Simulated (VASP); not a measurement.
Set up this calculation in VASP 6.6.1, as the native input.

* Task: single point
* Functional: r2SCAN
* Dispersion: rVV10
* Potentials or basis: VASP PAW PBE potentials, release 64 (Zr_sv, Pb_d, I)
* Cutoff: 520 eV
* k mesh: 4 × 4 × 4
* Occupations: fermi-dirac, width 0.03 eV
* Spin: no spin polarisation
* Dipole correction: no
* Further INCAR settings: ALGO = Normal; EDIFF = 1e-06; NBANDS = 44

The system is ZrPbI6.

```
Zr Pb I
1.0
     4.82025    2.78297    4.04373
    -4.82025    2.78297    4.04373
     0.00000   -5.56594    4.04373
Zr Pb I
1 1 6
Cartesian
  0.0000 0.0000 6.0656
  0.0000 0.0000 0.0000
  2.8360 1.6374 6.2593
  -2.8360 1.6374 6.2593
  0.0000 -3.2747 6.2593
  -2.8360 -1.6374 5.8719
  2.8360 -1.6374 5.8719
  0.0000 3.2747 5.8719
```

These files were run (other wordings do the same):

POSCAR

```
ZrPbI6
1.0
    4.8202490122      2.7829720629      4.0437344323
   -4.8202490122      2.7829720629      4.0437344323
    0.0000000000     -5.5659441315      4.0437344283
Zr Pb I
1 1 6
Direct
    0.5000000000      0.5000000000      0.5000000000
    0.0000000000      0.0000000000      0.0000000000
    0.9081978383      0.3198482057      0.3198482057
    0.3198482057      0.9081978383      0.3198482057
    0.3198482057      0.3198482057      0.9081978383
    0.0918021617      0.6801517943      0.6801517943
    0.6801517943      0.0918021617      0.6801517943
    0.6801517943      0.6801517943      0.0918021617
```

INCAR.step1

```
SYSTEM = ZrPbI6
  PREC = Accurate
  ENCUT = 520
  ISMEAR = -1
  SIGMA = 0.03
  LREAL = .FALSE.
  LASPH = .TRUE.
  NELM = 100
  NBANDS = 44
  GGA = PE
  ALGO = Normal
  EDIFF = 1E-4
  LWAVE = .TRUE.
  LCHARG = .FALSE.
```

INCAR.step2

```
SYSTEM = ZrPbI6
  PREC = Accurate
  ENCUT = 520
  EDIFF = 1E-6
  ISMEAR = -1
  SIGMA = 0.03
  LREAL = .FALSE.
  LASPH = .TRUE.
  NELM = 100
  ALGO = Normal
  ISIF = 2
  LWAVE = .FALSE.
  LCHARG = .FALSE.
  METAGGA = R2SCAN
  LMIXTAU = .TRUE.
  LUSE_VDW = .TRUE.
  IVDW_NL = 2
  BPARAM = 11.95
  CPARAM = 0.0093
  NBANDS = 44
  ISTART = 1
```

KPOINTS

```
Automatic mesh
0
G
  4 4 4
  0 0 0
```

Potentials or basis: VASP PAW PBE potentials, release 64 (Zr_sv, Pb_d, I).

The run is started by

```bash
$ cat potpaw_PBE.64/Zr_sv/POTCAR potpaw_PBE.64/Pb_d/POTCAR potpaw_PBE.64/I/POTCAR > POTCAR
$ cp INCAR.step1 INCAR
$ mpirun -np 1 vasp_std > vasp.out
$ cp INCAR.step2 INCAR
$ mpirun -np 1 vasp_std > vasp.out
```

Results of the run:

The pressure is -0.1 GPa. The largest force is 0.032 eV/Å and the band gap on the k mesh is zero (bands 34 and 35 overlap by 0.37 eV).

Caveat: the PAW data sets were made with another functional, which shifts forces and pressure a little; spin-orbit coupling is left out, which moves the levels of the heavy elements.

It took 42 min on 1 thread of Intel(R) Xeon(R) Platinum 8488C (Sapphire Rapids) (shared host), peak memory 1.1 GiB.
